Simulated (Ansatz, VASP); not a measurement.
## Two plane-wave programs on Al

File INCAR:

```
PREC = Accurate
ENCUT = 520
EDIFF = 1E-6
ISMEAR = 0
SIGMA = 0.1
LREAL = False
LASPH = True
NELM = 60
ALGO = Fast
ISIF = 2
LWAVE = False
LCHARG = True
GGA = PE
LELF = True
LVHAR = True
NBANDS = 10
```

Contents of KPOINTS:

```
regular mesh
0
Gamma
  8 8 4
```

POSCAR

```
Al
1.0
    1.4057456226     -2.5072463403      0.0000000000
    1.4057456226      2.5072463403      0.0000000000
    0.0000000000      0.0000000000      4.7117939041
Al
2
Direct
    0.3326879691      0.6673120309      0.2500000000
    0.6673120309      0.3326879691      0.7500000000
```

Input for Ansatz:

```yaml
crystal:
  lattice:
    - [1.4057456226, -2.5072463403, 0.0]
    - [1.4057456226, 2.5072463403, 0.0]
    - [0.0, 0.0, 4.7117939041]
  atoms:
    - { symbol: Al, position: [0.3326879691, 0.6673120309, 0.25] }
    - { symbol: Al, position: [0.6673120309, 0.3326879691, 0.75] }
basis:
  ecutwfc: 420
kpoints:
  mp_grid: { grid: [8, 8, 4] }
hamiltonian:
  xc: pbe
scf:
  occupations: { method: gaussian, width: 0.1 }
  lower_state_search: "off"
output:
  forces: true
  stress: true
  eigenvalues: true
```

Change from the starting cell: the structure that the rattled cell fell into.

Alike in both runs: task single point; functional PBE; k mesh 8 × 8 × 4; occupations gaussian, width 0.1 eV; no spin polarisation.

|  | VASP | Ansatz |
| --- | --- | --- |
| version | VASP 6.6.1 | Ansatz 0.2.0 |
| potentials or method | VASP PAW PBE potentials, release 64 (Al), cutoff 520 eV | scalar-relativistic, plane waves, PAW |
| valence electrons in the cell | 6 | 6 |

Ansatz gave:

| Quantity | Value |
| --- | --- |
| gap on the k mesh at the Fermi level (eV) | none |
| pressure (GPa) | 0.2 |
| traceless stress, the component that is largest in VASP (GPa) | 1.93 |

Task: Estimate VASP's values.

Result: gap on the k mesh at the Fermi level (eV): none; pressure (GPa): 0.2; traceless stress, the component that is largest in VASP (GPa): 1.94.

A gap of «none» marks a metal or a gap that the smearing closes.
